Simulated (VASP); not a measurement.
# SrO (Fm-3m) in VASP: notebook

The runs below take SrO through single point, relaxation of cell and atoms, with PBE.

Everything below comes from runs of VASP 6.6.1. Logs are shortened: lines on timing, memory, paths and dates and some standing lists are left out, and cuts for length are marked.

## (1) The cell of the first run

It takes space group Fm-3m (No. 225, cubic). Conventional cell: a = 5.194 Å, b = 5.194 Å, c = 5.194 Å, α = 90.00°, β = 90.00°, γ = 90.00°. Within 3.4 Å of Sr (site symmetry m-3m) lie 6 O at 2.60 Å. Within 3.4 Å of O (site symmetry m-3m) lie 6 Sr at 2.60 Å.

## (2) Single point, PBE

File INCAR:

```
PREC = Accurate
ENCUT = 600
EDIFF = 1E-6
ISMEAR = -1
SIGMA = 0.1
LREAL = False
LASPH = True
NELM = 120
ALGO = Normal
ISIF = 2
LWAVE = False
LCHARG = False
GGA = PE
NBANDS = 15
GGA_COMPAT = False
```

File KPOINTS:

```
regular mesh
0
Gamma
  6 6 6
```

File POSCAR:

```
SrO
1.0
    0.0000000000      2.5971925015      2.5971925015
    2.5971925015      0.0000000000      2.5971925015
    2.5971925015      2.5971925015      0.0000000000
Sr O
1 1
Direct
    0.0000000000      0.0000000000      0.0000000000
    0.5000000000      0.5000000000      0.5000000000
```

Potentials or basis: VASP PAW PBE potentials, release 64 (Sr_sv, O).

Started as:

```
$ cat potpaw_PBE.64/Sr_sv/POTCAR potpaw_PBE.64/O/POTCAR > POTCAR
$ mpirun -np 1 vasp_std > vasp.out
```

OUTCAR:

```text
PREC = Accurate
   ENCUT = 600
   EDIFF = 1E-6
   ISMEAR = -1
   LREAL = False
   LASPH = True
   NELM = 120
   ISIF = 2
   GGA = PE

 ion  position               nearest neighbor table
   1  0.000  0.000  0.000-   2 2.60   2 2.60   2 2.60   2 2.60   2 2.60   2 2.60
   2  0.500  0.500  0.500-   1 2.60   1 2.60   1 2.60   1 2.60   1 2.60   1 2.60

  LATTYP: Found a face centered cubic cell.
 ALAT       =     5.1943850030

  Lattice vectors:

 A1 = (   0.0000000000,   2.5971925015,   2.5971925015)
 A2 = (   2.5971925015,   0.0000000000,   2.5971925015)
 A3 = (   2.5971925015,   2.5971925015,   0.0000000000)

Analysis of symmetry for initial positions (statically):
=====================================================================
 Subroutine PRICEL returns:
 Original cell was already a primitive cell.

 Routine SETGRP: Setting up the symmetry group for a
 face centered cubic supercell.

 Subroutine GETGRP returns: Found 48 space group operations
 (whereof 48 operations were pure point group operations)
 out of a pool of 48 trial point group operations.

The static configuration has the point symmetry O_h .

Analysis of symmetry for dynamics (positions and initial velocities):
=====================================================================
 Subroutine PRICEL returns:
 Original cell was already a primitive cell.

 Routine SETGRP: Setting up the symmetry group for a
 face centered cubic supercell.

 Subroutine GETGRP returns: Found 48 space group operations
 (whereof 48 operations were pure point group operations)
 out of a pool of 48 trial point group operations.

The dynamic configuration has the point symmetry O_h .

 Subroutine INISYM returns: Found 48 space group operations
 (whereof 48 operations are pure point group operations),
 and found     1 'primitive' translations

----------------------------------------------------------------------------------------

                                     Primitive cell

  volume of cell :      35.0383

  direct lattice vectors                    reciprocal lattice vectors
     0.000000000  2.597192501  2.597192501    -0.192515572  0.192515572  0.192515572
     2.597192501  0.000000000  2.597192501     0.192515572 -0.192515572  0.192515572
     2.597192501  2.597192501  0.000000000     0.192515572  0.192515572 -0.192515572

  length of vectors
     3.672984860  3.672984860  3.672984860     0.333446752  0.333446752  0.333446752

  position of ions in fractional coordinates (direct lattice)
     0.000000000  0.000000000  0.000000000
     0.500000000  0.500000000  0.500000000

  ion indices of the primitive-cell ions
   primitive index   ion index
                 1           1
                 2           2

----------------------------------------------------------------------------------------

 KPOINTS: regular mesh

Automatic generation of k-mesh.
 Grid dimensions read from file:
 generate k-points for:    6    6    6

 Generating k-lattice:

  Cartesian coordinates                     Fractional coordinates (reciprocal lattice)
    -0.032085929  0.032085929  0.032085929     0.166666667  0.000000000  0.000000000
     0.032085929 -0.032085929  0.032085929     0.000000000  0.166666667  0.000000000
     0.032085929  0.032085929 -0.032085929     0.000000000  0.000000000  0.166666667

  Length of vectors
     0.055574459  0.055574459  0.055574459

  Shift w.r.t. Gamma in fractional coordinates (k-lattice)
     0.000000000  0.000000000  0.000000000

 Subroutine IBZKPT returns following result:
 ===========================================

 Found     16 irreducible k-points:

 Following reciprocal coordinates:
            Coordinates               Weight
  0.000000  0.000000  0.000000      1.000000
  0.166667  0.000000  0.000000      8.000000
  0.333333  0.000000  0.000000      8.000000
  0.500000  0.000000  0.000000      4.000000
  0.166667  0.166667  0.000000      6.000000
  0.333333  0.166667  0.000000     24.000000
[... 8 lines left out ...]
 -0.333333  0.333333  0.166667     24.000000
 -0.333333  0.500000  0.166667     12.000000
   k-points           NKPTS =     16   k-points in BZ     NKDIM =     16   number of bands    NBANDS=     15
   number of dos      NEDOS =    301   number of ions     NIONS =      2
   total plane-waves  NPLWV =  27000
   dimension x,y,z NGX =    30 NGY =   30 NGZ =   30
   dimension x,y,z NGXF=    60 NGYF=   60 NGZF=   60
   ions per type =               1   1
   NGX,Y,Z   is equivalent  to a cutoff of  13.58, 13.58, 13.58 a.u.
   NGXF,Y,Z  is equivalent  to a cutoff of  27.16, 27.16, 27.16 a.u.
 SYSTEM =  unknown system
   PREC   = accura    normal or accurate (medium, high low for compatibility)
   ISTART =      0    job   : 0-new  1-cont  2-samecut
   ICHARG =      2    charge: 1-file 2-atom 10-const
   ISPIN  =      1    spin polarized calculation?
   LNONCOLLINEAR =      F non collinear calculations
   LSORBIT =      F    spin-orbit coupling
   LASPH  =      T    aspherical Exc in radial PAW
   ENCUT  =  600.0 eV  44.10 Ry    6.64 a.u.   7.34  7.34  7.34*2*pi/ulx,y,z
   NELM   =    120;   NELMIN=  2; NELMDL= -5     # of ELM steps
   EDIFF  = 0.1E-05   stopping-criterion for ELM
   LREAL  =      F    real-space projection
   EDIFFG = 0.1E-04   stopping-criterion for IOM
   NSW    =      0    number of steps for IOM
   IBRION =     -1    ionic relax: 0-MD 1-quasi-New 2-CG
   NFREE  =      0    steps in history (QN), initial steepest desc. (CG)
   ISIF   =      2    stress and relaxation
   ISYM   =      2    0-nonsym 1-usesym 2-fastsym
   POTIM  = 0.5000    time-step for ionic-motion
   TEBEG  =    0.0;   TEEND  =   0.0 temperature during run
   PSTRESS=    0.0 pullay stress
   NELECT =      16.0000    total number of electrons
   NUPDOWN=      -1.0000    fix difference up-down
   EMIN   =  10.00;   EMAX   =-10.00  energy-range for DOS
   EFERMI =   0.00;   METHOD = LEGACY
   ISMEAR =    -1;   SIGMA  =   0.10  broadening in eV -4-tet -1-fermi 0-gaus
   EFERMI_NEDOS =   21; number of points for ismear=-14 and -15
   IALGO  =     38    algorithm
   IMIX   =      4    mixing-type and parameters
     AMIX     =   0.40;   BMIX     =  1.00
     AMIX_MAG =   1.60;   BMIX_MAG =  1.00
  volume/ion in A,a.u.               =      17.52       118.22
  Fermi-wavevector in a.u.,A,eV,Ry     =   1.260668  2.382317 21.623515  1.589283
  Thomas-Fermi vector in A             =   2.394166
   LORBIT       =      0    0 simple, 1 ext, 2 COOP (PROOUT), +10 PAW based schemes
   GGA     = PE    functional components
   LHFCALC =     F    Hartree Fock is set to
   AEXX    =    0.0000 exact exchange contribution
   IVDW    =     0    specifies the selected vdW correction
   LEPSILON=     F    determine dielectric tensor
   LRPA    =     F    only Hartree local field effects (RPA)
 non-spin polarized calculation
  energy-cutoff  :      600.00
  volume of cell :       35.04
 maximum number of plane-waves:      1211
 NGX is ok and might be reduce to    30
   NGX = 15   NGY = 15   NGZ = 15

 number of electron      16.0000000 magnetization

 Free energy of the ion-electron system (eV)
  ---------------------------------------------------
  ext. energy  EPLUGINS =         0.00000000
  ---------------------------------------------------
  free energy    TOTEN  =       -12.05607638 eV

  energy without entropy =      -12.05607636  energy(sigma->0) =      -12.05607637

 E-fermi :   3.2448     XC(G=0):  -9.8834

 val. band max:        1.5211585870   @ k =   0.0000   0.0000   0.0000
 cond. band min:       4.8023236947   @ k =   0.5000   0.5000   0.0000
 fundamental gap:      3.2811651078
 Fermi energy:         3.2448478722

 k-point     1 :       0.0000    0.0000    0.0000
  band No.  band energies     occupation
      1     -30.9757      2.00000
      2     -13.5305      2.00000
      3     -12.6436      2.00000
      4     -12.6436      2.00000
      5     -12.6436      2.00000
      6       1.5212      2.00000
      7       1.5212      2.00000
      8       1.5212      2.00000
      9       5.2913      0.00000
     10       7.6644      0.00000
     11       7.6644      0.00000
     12       7.6644      0.00000
     13       9.7640      0.00000
     14       9.7640      0.00000
     15      14.0837      0.00000

 k-point     2 :       0.1667    0.0000    0.0000
  band No.  band energies     occupation
      1     -30.9459      2.00000
      2     -14.0922      2.00000
      3     -12.6630      2.00000
      4     -12.6630      2.00000
      5     -12.1564      2.00000
      6       0.8135      2.00000
      7       1.2109      2.00000
      8       1.2109      2.00000
      9       6.4240      0.00000
     10       7.4655      0.00000
     11       8.1798      0.00000
     12       8.1798      0.00000
     13      10.4268      0.00000
     14      10.4268      0.00000
     15      15.6818      0.00000

 k-point     3 :       0.3333    0.0000    0.0000
  band No.  band energies     occupation
      1     -30.8856      2.00000
      2     -14.7507      2.00000
      3     -12.7011      2.00000
      4     -12.7011      2.00000
      5     -11.6477      2.00000
      6      -0.1838      2.00000
      7       0.6771      2.00000
      8       0.6771      2.00000
      9       7.6113      0.00000
     10       8.5459      0.00000
     11       9.4222      0.00000
     12       9.4222      0.00000
     13      11.9229      0.00000
     14      11.9229      0.00000
     15      17.0166      0.00000
[... 199 lines left out ...]
 k-point    15 :      -0.3333    0.3333    0.1667
  band No.  band energies     occupation
      1     -30.8277      2.00000
      2     -14.4955      2.00000
      3     -13.1250      2.00000
      4     -12.9902      2.00000
      5     -11.9408      2.00000
      6       0.2303      2.00000
      7       0.8499      2.00000
      8       0.9025      2.00000
      9       7.6323      0.00000
     10       7.7559      0.00000
     11      10.2673      0.00000
     12      11.4098      0.00000
     13      12.6991      0.00000
     14      14.1401      0.00000
     15      14.8924      0.00000

 k-point    16 :      -0.3333    0.5000    0.1667
  band No.  band energies     occupation
      1     -30.8188      2.00000
      2     -14.0843      2.00000
      3     -13.3833      2.00000
      4     -13.1152      2.00000
      5     -12.2205      2.00000
      6       0.6655      2.00000
      7       1.0224      2.00000
      8       1.1630      2.00000
      9       6.1336      0.00000
     10       8.9612      0.00000
     11       9.7524      0.00000
     12      12.2722      0.00000
     13      12.3796      0.00000
     14      14.1188      0.00000
     15      14.6728      0.00000

------------------------ aborting loop because EDIFF is reached ----------------------------------------

  FORCE on cell =-STRESS in cart. coord.  units (eV):
  Direction    XX          YY          ZZ          XY          YZ          ZX
  --------------------------------------------------------------------------------------
  -------------------------------------------------------------------------------------
  Total        0.0993088      0.0993088      0.0993088      0.0000000      0.0000000      0.0000000
  in kB        4.5410464      4.5410464      4.5410464      0.0000000      0.0000000      0.0000000
  external PRESSURE =       4.5410464 kB  Pullay stress =       0.0000000 kB

 VOLUME and BASIS-vectors are now :
 -----------------------------------------------------------------------------
  energy-cutoff  :      600.00
  volume of cell :       35.04
      direct lattice vectors                 reciprocal lattice vectors
     0.000000000  2.597192501  2.597192501    -0.192515572  0.192515572  0.192515572
     2.597192501  0.000000000  2.597192501     0.192515572 -0.192515572  0.192515572
     2.597192501  2.597192501  0.000000000     0.192515572  0.192515572 -0.192515572

 POSITION                                       TOTAL-FORCE (eV/Angst)
 -----------------------------------------------------------------------------------
      0.00000      0.00000      0.00000        -0.000000      0.000000     -0.000000
      2.59719      2.59719      2.59719         0.000000     -0.000000      0.000000
 -----------------------------------------------------------------------------------
    total drift:                                0.000000      0.000000      0.000000

  FREE ENERGIE OF THE ION-ELECTRON SYSTEM (eV)
  ---------------------------------------------------
  free  energy   TOTEN  =       -12.0560763805 eV

  energy  without entropy=      -12.0560763626  energy(sigma->0) =      -12.05607637
```

Run time: 16 s. Hardware: 1 thread of Intel Xeon 8259CL, shared host; peak memory 0.17 GiB.

Results:

| Property | Result |
| --- | --- |
| Free energy | -12.0561 eV |
| Pressure | 0.5 GPa |
| Band gap on the k mesh | 3.28 eV, indirect (least direct gap 3.39 eV) |

Levels at points of the mesh, in eV from the valence-band top:
| k point | band 4 | band 5 | band 6 | band 7 | band 8 | band 9 | band 10 | band 11 | band 12 | band 13 |
| --- | --- | --- | --- | --- | --- | --- | --- | --- | --- | --- |
| (0.00, 0.00, 0.00) | -14.16 | -14.16 | 0.00 | 0.00 | 0.00 | 3.77 | 6.14 | 6.14 | 6.14 | 8.24 |
| (0.50, 0.00, 0.00) | -14.24 | -12.99 | -2.11 | -1.08 | -1.08 | 6.42 | 8.21 | 8.67 | 8.67 | 11.62 |
| (0.50, 0.50, 0.00) | -14.50 | -14.50 | -0.48 | -0.11 | -0.11 | 3.28 | 7.58 | 9.97 | 10.11 | 10.85 |

A k mesh can miss the band edges. As with any semilocal functional, this PBE gap is likely too small.

(Part 1 of 3 ends here.)
